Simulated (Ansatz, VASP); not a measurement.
**SnO2: VASP beside Ansatz**

INCAR

```
PREC = Accurate
ENCUT = 520
EDIFF = 1E-6
ISMEAR = 0
SIGMA = 0.05
LREAL = F
LASPH = T
NELM = 60
ALGO = Normal
ISIF = 2
LWAVE = F
LCHARG = F
GGA = PE
IVDW = 12
NBANDS = 35
```

KPOINTS

```
Automatic mesh
0
Gamma
  8 6 6
```

POSCAR

```
SnO2
1.0
    1.6186264610     -2.8035432689      0.0000000000
    1.6186264610      0.9345144230      4.2918257460
   -4.8558793830     -2.8035432689      0.0000000000
Sn O
2 4
Direct
    0.5000000000      0.4180356397     -0.0250859565
    0.0000000000      0.5819643603      0.5250859565
    0.5000000000      0.7612893544      0.7856800509
    1.0000000000      0.7003107614      0.2015199877
    0.5000000000      0.2996892386      0.2984800123
    1.0000000000      0.2387106456      0.7143199491
```

Input for Ansatz:

```yaml
crystal:
  lattice:
    - [1.618626461, -2.8035432689, 0.0]
    - [1.618626461, 0.934514423, 4.291825746]
    - [-4.855879383, -2.8035432689, 0.0]
  atoms:
    - { symbol: Sn, position: [0.5, 0.4180356397, -0.0250859565] }
    - { symbol: Sn, position: [0.0, 0.5819643603, 0.5250859565] }
    - { symbol: O, position: [0.5, 0.7612893544, 0.7856800509] }
    - { symbol: O, position: [1.0, 0.7003107614, 0.2015199877] }
    - { symbol: O, position: [0.5, 0.2996892386, 0.2984800123] }
    - { symbol: O, position: [1.0, 0.2387106456, 0.7143199491] }
basis:
  ecutwfc: 520.0
kpoints:
  mp_grid: { grid: [8, 6, 6] }
hamiltonian:
  xc: pbe
  pseudopotentials: { kind: paw, azcp: { folder: soft_1 } }
  dispersion: d3bj
scf:
  occupations: { method: gaussian, width: 0.05 }
output:
  forces: true
  stress: true
  eigenvalues: true
```

Change from the starting cell: mode 4 frozen in at -0.352 Å and mode 5 at +0.000 Å (largest displacements).

Alike in both runs: task single point; functional PBE; dispersion D3(BJ); k mesh 8 × 6 × 6; occupations gaussian, width 0.05 eV; no spin polarisation.

```csv
,VASP,Ansatz
version,VASP 6.6.1,Ansatz 0.2.0
potentials or method,"VASP PAW PBE potentials, release 64 (Sn_d, O), cutoff 520 eV","scalar-relativistic, plane waves, PAW"
valence electrons in the cell,52,52
```

```tsv
	VASP	Ansatz	Ansatz less VASP
gap on the k mesh at the Fermi level (eV)	0.81	0.85	+0.039
least direct gap on the mesh (eV)	0.93	0.97	+0.037
pressure (GPa)	-4.3	-4.9	-0.61
traceless stress, the component that is largest in VASP (GPa)	-2.60	-2.17	+0.423
rms of the force components (eV/Å)	0.316	0.329	+0.0132
```

Atom by atom the forces differ by 0.027 eV/Å (rms over components).
